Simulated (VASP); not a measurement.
# Si3N4 (P6_3/m) in VASP: notebook

Si3N4 is run at these levels: PBE; tasks: relaxation of the atoms.

All numbers are computed with VASP 6.6.1; they aren't measurements. Logs are shortened: lines on timing, memory, paths and dates and some standing lists are left out, and cuts for length are marked.

**1. The cell of the first run**

Symmetry: P6_3/m, No. 176, hexagonal system. The conventional cell has a = 7.617 Å, b = 7.617 Å, c = 2.972 Å, α = 90.00°, β = 90.00°, γ = 120.00°. Si (site symmetry m) has 4 N at 1.73 to 1.76 Å within 2.3 Å. N (site symmetry -6) has 3 Si at 1.73 Å within 2.3 Å. N (site symmetry m) has 3 Si at 1.74 to 1.76 Å within 2.3 Å.

**2. Relaxation of the atoms, PBE (z stretched by +2 %)**

Contents of INCAR:

```
SYSTEM = Si3N4
ALGO = Normal
EDIFF = 1E-7
EDIFFG = -0.02
ENCUT = 520
GGA = PE
IBRION = 2
ISIF = 2
ISMEAR = -1
LASPH = .TRUE.
LCHARG = .FALSE.
LREAL = .FALSE.
LWAVE = .FALSE.
NELM = 80
NSW = 80
PREC = Accurate
SIGMA = 0.02
```

Contents of KPOINTS:

```
k-points
0
G
  4 4 9
  0 0 0
```

Contents of POSCAR:

```
Si3N4
1.0
    7.6170000000      0.0000000000      0.0000000000
   -3.8085000000      6.5965155006      0.0000000000
    0.0000000000      0.0000000000      2.9716680000
Si N
6 8
Direct
    0.1740483666      0.7679428916      0.2500000000
    0.4061054750      0.1740483666      0.7500000000
    0.2320571084      0.4061054750      0.2500000000
    0.8259516334      0.2320571084      0.7500000000
    0.5938945250      0.8259516334      0.2500000000
    0.7679428916      0.5938945250      0.7500000000
    0.3333333333      0.6666666667      0.2500000000
    0.6666666667      0.3333333333      0.7500000000
    0.3297879503      0.0300001295      0.2500000000
    0.2997878208      0.3297879503      0.7500000000
    0.9699998705      0.2997878208      0.2500000000
    0.6702120497      0.9699998705      0.7500000000
    0.7002121792      0.6702120497      0.2500000000
    0.0300001295      0.7002121792      0.7500000000
```

Potentials or basis: VASP PAW PBE potentials, release 64 (Si, N).

The run is started by

```console
cat potpaw_PBE.64/Si/POTCAR potpaw_PBE.64/N/POTCAR > POTCAR
mpirun -np 1 vasp_std > vasp.out
```

OUTCAR:

```text
SYSTEM = Si3N4
   EDIFF = 1E-7
   EDIFFG = -0.02
   ENCUT = 520
   GGA = PE
   IBRION = 2
   ISIF = 2
   ISMEAR = -1
   LASPH = .TRUE.
   LREAL = .FALSE.
   NELM = 80
   NSW = 80
   PREC = Accurate

 ion  position               nearest neighbor table
   1  0.174  0.768  0.250-   7 1.73   9 1.74  14 1.76  14 1.76   3 3.00   5 3.00   2 3.07   2 3.07
                             6 3.07   6 3.07
   2  0.406  0.174  0.750-   8 1.73  10 1.74   9 1.76   9 1.76   6 3.00   4 3.00   1 3.07   1 3.07
                             3 3.07   3 3.07
   3  0.232  0.406  0.250-   7 1.73  11 1.74  10 1.76  10 1.76   5 3.00   1 3.00   2 3.07   2 3.07
                             4 3.07   4 3.07
   4  0.826  0.232  0.750-   8 1.73  12 1.74  11 1.76  11 1.76   6 3.00   2 3.00   5 3.07   5 3.07
                             3 3.07   3 3.07
   5  0.594  0.826  0.250-   7 1.73  13 1.74  12 1.76  12 1.76   3 3.00   1 3.00   4 3.07   4 3.07
                             6 3.07   6 3.07
   6  0.768  0.594  0.750-   8 1.73  14 1.74  13 1.76  13 1.76   2 3.00   4 3.00   5 3.07   5 3.07
                             1 3.07   1 3.07
   7  0.333  0.667  0.250-   1 1.73   5 1.73   3 1.73
   8  0.667  0.333  0.750-   4 1.73   2 1.73   6 1.73
   9  0.330  0.030  0.250-   1 1.74   2 1.76   2 1.76
  10  0.300  0.330  0.750-   2 1.74   3 1.76   3 1.76
  11  0.970  0.300  0.250-   3 1.74   4 1.76   4 1.76
  12  0.670  0.970  0.750-   4 1.74   5 1.76   5 1.76
  13  0.700  0.670  0.250-   5 1.74   6 1.76   6 1.76
  14  0.030  0.700  0.750-   6 1.74   1 1.76   1 1.76

  LATTYP: Found a hexagonal cell.
 ALAT       =     7.6170000000
 C/A-ratio  =     0.3901362741

  Lattice vectors:

 A1 = (   7.6170000000,   0.0000000000,   0.0000000000)
 A2 = (  -3.8085000000,   6.5965155006,   0.0000000000)
 A3 = (   0.0000000000,   0.0000000000,   2.9716680000)

Analysis of symmetry for initial positions (statically):
=====================================================================
 Subroutine PRICEL returns:
 Original cell was already a primitive cell.

 Routine SETGRP: Setting up the symmetry group for a
 hexagonal supercell.

 Subroutine GETGRP returns: Found 12 space group operations
 (whereof  6 operations were pure point group operations)
 out of a pool of 24 trial point group operations.

The static configuration has the point symmetry S_6 .
 The point group associated with its full space group is C_6h.

Analysis of symmetry for dynamics (positions and initial velocities):
=====================================================================
 Subroutine PRICEL returns:
 Original cell was already a primitive cell.

 Routine SETGRP: Setting up the symmetry group for a
 hexagonal supercell.

 Subroutine GETGRP returns: Found 12 space group operations
 (whereof  6 operations were pure point group operations)
 out of a pool of 24 trial point group operations.

The dynamic configuration has the point symmetry S_6 .
 The point group associated with its full space group is C_6h.

 Subroutine INISYM returns: Found 12 space group operations
 (whereof  6 operations are pure point group operations),
 and found     1 'primitive' translations

----------------------------------------------------------------------------------------

                                     Primitive cell

  volume of cell :     149.3134

  direct lattice vectors                    reciprocal lattice vectors
     7.617000000  0.000000000  0.000000000     0.131285283  0.075797593  0.000000000
    -3.808500000  6.596515501  0.000000000     0.000000000  0.151595187  0.000000000
     0.000000000  0.000000000  2.971668000     0.000000000  0.000000000  0.336511346

  length of vectors
     7.617000000  7.617000000  2.971668000     0.151595187  0.151595187  0.336511346

  position of ions in fractional coordinates (direct lattice)
     0.174048367  0.767942892  0.250000000
     0.406105475  0.174048367  0.750000000
     0.232057108  0.406105475  0.250000000
     0.825951633  0.232057108  0.750000000
     0.593894525  0.825951633  0.250000000
     0.767942892  0.593894525  0.750000000
     0.333333333  0.666666667  0.250000000
     0.666666667  0.333333333  0.750000000
     0.329787950  0.030000130  0.250000000
     0.299787821  0.329787950  0.750000000
     0.969999870  0.299787821  0.250000000
     0.670212050  0.969999870  0.750000000
     0.700212179  0.670212050  0.250000000
     0.030000130  0.700212179  0.750000000

  ion indices of the primitive-cell ions
   primitive index   ion index
                 1           1
                 2           2
                 3           3
                 4           4
                 5           5
                 6           6
                 7           7
                 8           8
                 9           9
                10          10
                11          11
                12          12
                13          13
                14          14

----------------------------------------------------------------------------------------

 KPOINTS: k-points

Automatic generation of k-mesh.
 Grid dimensions read from file:
 generate k-points for:    4    4    9

 Generating k-lattice:

  Cartesian coordinates                     Fractional coordinates (reciprocal lattice)
     0.032821321  0.018949398  0.000000000     0.250000000  0.000000000  0.000000000
     0.000000000  0.037898797  0.000000000     0.000000000  0.250000000  0.000000000
     0.000000000  0.000000000  0.037390150     0.000000000  0.000000000  0.111111111

  Length of vectors
     0.037898797  0.037898797  0.037390150

  Shift w.r.t. Gamma in fractional coordinates (k-lattice)
     0.000000000  0.000000000  0.000000000

 Subroutine IBZKPT returns following result:
 ===========================================

 Found     20 irreducible k-points:

 Following reciprocal coordinates:
            Coordinates               Weight
  0.000000  0.000000  0.000000      1.000000
  0.250000  0.000000  0.000000      6.000000
  0.500000  0.000000  0.000000      3.000000
  0.250000  0.250000  0.000000      6.000000
  0.000000  0.000000  0.111111      2.000000
  0.250000  0.000000  0.111111     12.000000
[... 12 lines left out ...]
  0.500000  0.000000  0.444444      6.000000
  0.250000  0.250000  0.444444     12.000000
   k-points           NKPTS =     20   k-points in BZ     NKDIM =     20   number of bands    NBANDS=     40
   number of dos      NEDOS =    301   number of ions     NIONS =     14
   total plane-waves  NPLWV =  86400
   dimension x,y,z NGX =    60 NGY =   60 NGZ =   24
   dimension x,y,z NGXF=   120 NGYF=  120 NGZF=   48
   ions per type =               6   8
   NGX,Y,Z   is equivalent  to a cutoff of  13.10, 13.10, 13.43 a.u.
   NGXF,Y,Z  is equivalent  to a cutoff of  26.19, 26.19, 26.85 a.u.
 SYSTEM =  Si3N4
   PREC   = accura    normal or accurate (medium, high low for compatibility)
   ISTART =      0    job   : 0-new  1-cont  2-samecut
   ICHARG =      2    charge: 1-file 2-atom 10-const
   ISPIN  =      1    spin polarized calculation?
   LNONCOLLINEAR =      F non collinear calculations
   LSORBIT =      F    spin-orbit coupling
   LASPH  =      T    aspherical Exc in radial PAW
   ENCUT  =  520.0 eV  38.22 Ry    6.18 a.u.  14.16 14.16  5.53*2*pi/ulx,y,z
   NELM   =     80;   NELMIN=  2; NELMDL= -5     # of ELM steps
   EDIFF  = 0.1E-06   stopping-criterion for ELM
   LREAL  =      F    real-space projection
   EDIFFG = -.2E-01   stopping-criterion for IOM
   NSW    =     80    number of steps for IOM
   IBRION =      2    ionic relax: 0-MD 1-quasi-New 2-CG
   NFREE  =      1    steps in history (QN), initial steepest desc. (CG)
   ISIF   =      2    stress and relaxation
   ISYM   =      2    0-nonsym 1-usesym 2-fastsym
   POTIM  = 0.5000    time-step for ionic-motion
   TEBEG  =    0.0;   TEEND  =   0.0 temperature during run
   PSTRESS=    0.0 pullay stress
   NELECT =      64.0000    total number of electrons
   NUPDOWN=      -1.0000    fix difference up-down
   EMIN   =  10.00;   EMAX   =-10.00  energy-range for DOS
   EFERMI =   0.00;   METHOD = LEGACY
   ISMEAR =    -1;   SIGMA  =   0.02  broadening in eV -4-tet -1-fermi 0-gaus
   EFERMI_NEDOS =   21; number of points for ismear=-14 and -15
   IALGO  =     38    algorithm
   IMIX   =      4    mixing-type and parameters
     AMIX     =   0.40;   BMIX     =  1.00
     AMIX_MAG =   1.60;   BMIX_MAG =  1.00
  volume/ion in A,a.u.               =      10.67        71.97
  Fermi-wavevector in a.u.,A,eV,Ry     =   1.234341  2.332567 20.729811  1.523598
  Thomas-Fermi vector in A             =   2.369035
   LORBIT       =      0    0 simple, 1 ext, 2 COOP (PROOUT), +10 PAW based schemes
   GGA     = PE    functional components
   LHFCALC =     F    Hartree Fock is set to
   AEXX    =    0.0000 exact exchange contribution
   IVDW    =     0    specifies the selected vdW correction
   LEPSILON=     F    determine dielectric tensor
   LRPA    =     F    only Hartree local field effects (RPA)
 conjugate gradient relaxation of ions
 non-spin polarized calculation
  energy-cutoff  :      520.00
  volume of cell :      149.31
 maximum number of plane-waves:      4043
 NGX is ok and might be reduce to    60
   NGX = 29   NGY = 29   NGZ = 11

--------------------------------------- Ionic step        1  -------------------------------------------

 number of electron      64.0000002 magnetization

 Free energy of the ion-electron system (eV)
  ---------------------------------------------------
  ext. energy  EPLUGINS =         0.00000000
  ---------------------------------------------------
  free energy    TOTEN  =      -114.47194187 eV

  energy without entropy =     -114.47194187  energy(sigma->0) =     -114.47194187

------------------------ aborting loop because EDIFF is reached ----------------------------------------

  FORCE on cell =-STRESS in cart. coord.  units (eV):
  Direction    XX          YY          ZZ          XY          YZ          ZX
  --------------------------------------------------------------------------------------
  -------------------------------------------------------------------------------------
  Total        2.0286036      2.0286036     -7.6496831      0.0000000     -0.0000000      0.0000000
  in kB       21.7675194     21.7675194    -82.0833736      0.0000003     -0.0000000      0.0000000
  external PRESSURE =     -12.8494450 kB  Pullay stress =       0.0000000 kB
[... 125 lines left out ...]
  FREE ENERGIE OF THE ION-ELECTRON SYSTEM (eV)
  ---------------------------------------------------
  free  energy   TOTEN  =      -114.4822856576 eV

  energy  without entropy=     -114.4822856576  energy(sigma->0) =     -114.48228566

[... ionic steps 4 to 7 ...]

--------------------------------------- Ionic step        8  -------------------------------------------

 number of electron      64.0000003 magnetization

------------------------ aborting loop because EDIFF is reached ----------------------------------------
[... 91 lines left out ...]
--------------------------------------- Ionic step       10  -------------------------------------------

 number of electron      64.0000003 magnetization

 Free energy of the ion-electron system (eV)
  ---------------------------------------------------
  ext. energy  EPLUGINS =         0.00000000
  ---------------------------------------------------
  free energy    TOTEN  =      -114.48518790 eV

  energy without entropy =     -114.48518790  energy(sigma->0) =     -114.48518790

 E-fermi :   6.9420     XC(G=0): -10.7011

 val. band max:        6.5170421017   @ k =   0.0000   0.0000   0.2222
 cond. band min:      10.4200545004   @ k =   0.0000   0.0000   0.0000
 fundamental gap:      3.9030123987
 Fermi energy:         6.9419529872

 k-point     1 :       0.0000    0.0000    0.0000
  band No.  band energies     occupation
      1     -11.5151      2.00000
      2     -10.0715      2.00000
      3     -10.0715      2.00000
      4      -9.4615      2.00000
      5      -9.2866      2.00000
      6      -9.2866      2.00000
[... 890 lines left out ...]
  FREE ENERGIE OF THE ION-ELECTRON SYSTEM (eV)
  ---------------------------------------------------
  free  energy   TOTEN  =      -114.4851879026 eV

  energy  without entropy=     -114.4851879025  energy(sigma->0) =     -114.48518790

 reached required accuracy - stopping structural energy minimisation
```

It took 26 min on 1 thread of Oxide Virtual Turin-like, shared host; peak memory 0.29 GiB.

What came out:

```
Free energy                  : -114.4852 eV
Energy gained by relaxing    : 0.9 meV/atom
Ionic steps                  : 10
Pressure after relaxing      : -1.2 GPa
Largest force after relaxing : 0.007 eV/Å
Band gap on the k mesh       : 3.90 eV (least direct gap 4.21 eV)
```

Forces on the atoms (eV/Å):
```
Si   0.005  0.000  0.000
Si   0.002  0.004  0.000
Si  -0.002  0.004  0.000
Si  -0.005  0.000  0.000
Si  -0.002 -0.004  0.000
Si   0.002 -0.004  0.000
N    0.000  0.000  0.000
N    0.000  0.000  0.000
N    0.004  0.006  0.000
N   -0.003  0.006  0.000
N   -0.007  0.000  0.000
N   -0.004 -0.006  0.000
N    0.003 -0.006  0.000
N    0.007  0.000  0.000
```

Stress tensor (GPa, compression positive):
```
 1.62  0.00  0.00
 0.00  1.62  0.00
 0.00  0.00 -6.86
```

Step by step:
| step | energy change (eV) | largest force (eV/Å) | pressure (GPa) |
| --- | --- | --- | --- |
| 1 | 0.0000 | 0.3040 | -1.28 |
| 2 | 0.0152 | 0.5343 | -1.42 |
| 3 | -0.0103 | 0.0647 | -1.37 |
| 4 | -0.0114 | 0.0378 | -1.35 |
| 5 | -0.0121 | 0.0552 | -1.31 |
| 6 | -0.0122 | 0.0601 | -1.30 |
| 7 | -0.0126 | 0.0325 | -1.27 |
| 8 | -0.0126 | 0.0300 | -1.27 |
| 9 | -0.0129 | 0.0214 | -1.25 |
| 10 | -0.0132 | 0.0073 | -1.21 |

Final structure:
```
CELL_PARAMETERS angstrom
7.61700 0.00000 0.00000
-3.80850 6.59652 0.00000
0.00000 0.00000 2.97167
ATOMIC_POSITIONS crystal
Si 0.17433 0.76914 0.25000
Si 0.40520 0.17433 0.75000
Si 0.23087 0.40520 0.25000
Si 0.82567 0.23087 0.75000
Si 0.59480 0.82567 0.25000
Si 0.76913 0.59480 0.75000
N 0.33333 0.66667 0.25000
N 0.66667 0.33333 0.75000
N 0.32983 0.03209 0.25000
N 0.29774 0.32983 0.75000
N 0.96791 0.29774 0.25000
N 0.67017 0.96791 0.75000
N 0.70226 0.67017 0.25000
N 0.03209 0.70226 0.75000
```

Levels at points of the mesh, in eV from the valence-band top:
| k point | band 29 | band 30 | band 31 | band 32 | band 33 | band 34 | band 35 | band 36 |
| --- | --- | --- | --- | --- | --- | --- | --- | --- |
| (0.00, 0.00, 0.00) | -1.23 | -0.57 | -0.36 | -0.31 | 3.90 | 4.44 | 4.51 | 4.51 |
| (0.50, 0.00, 0.00) | -1.30 | -0.72 | -0.44 | -0.36 | 4.30 | 4.32 | 4.44 | 4.93 |

Caveat: the cell differs from its parent crystal (z stretched by +2 %); an odd mesh through Γ misses points on the zone boundary, where band edges can lie.

(Part 1 of 2 ends here.)
